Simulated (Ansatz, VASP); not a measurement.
# BN: VASP beside Ansatz

```
B N
1.0
     2.21463    0.00000    0.00000
    -1.10732    2.15498    0.00000
     0.00000    0.00000    6.25690
B N
2 2
Cartesian
  0.0000 1.3850 1.5642
  1.1073 0.7700 4.6927
  0.0000 1.5362 4.6927
  1.1073 0.6188 1.5642
```

Change from the starting cell: normal strain along x -0.1100, normal strain along z -0.0367.

Alike in both runs: functional LDA; k mesh 12 × 12 × 4; occupations gaussian, width 0.05 eV; no spin polarisation.

Ansatz relaxed the structure, and its values are those at the end. VASP's run is a single point on that final structure, the one shown.

|  | VASP | Ansatz |
| --- | --- | --- |
| version | VASP 6.6.1 | Ansatz 0.2.0 |
| potentials or method | VASP PAW LDA potentials, release 64 (B, N), cutoff 520 eV | scalar-relativistic, plane waves, PAW |
| valence electrons in the cell | 16 | 16 |

VASP gave:

| Item | Value |
| --- | --- |
| gap on the k mesh at the Fermi level (eV) | 3.41 |
| least direct gap on the mesh (eV) | 4.65 |
| pressure (GPa) | 59.9 |
| rms of the force components (eV/Å) | 0.006 |

Question: Which values does Ansatz return?

Answer: gap on the k mesh at the Fermi level (eV): 3.43; least direct gap on the mesh (eV): 4.66; pressure (GPa): 59.2; rms of the force components (eV/Å): 0.000.

Ansatz warns that its potentials were made for another functional, while VASP's fit it. LDA's correlation is that of Perdew and Zunger in VASP and of Perdew and Wang (1992) in Ansatz. Both programs put the cell under a high pressure, so it lies far from rest at this level. Ansatz's warnings: stress scf threshold loose.
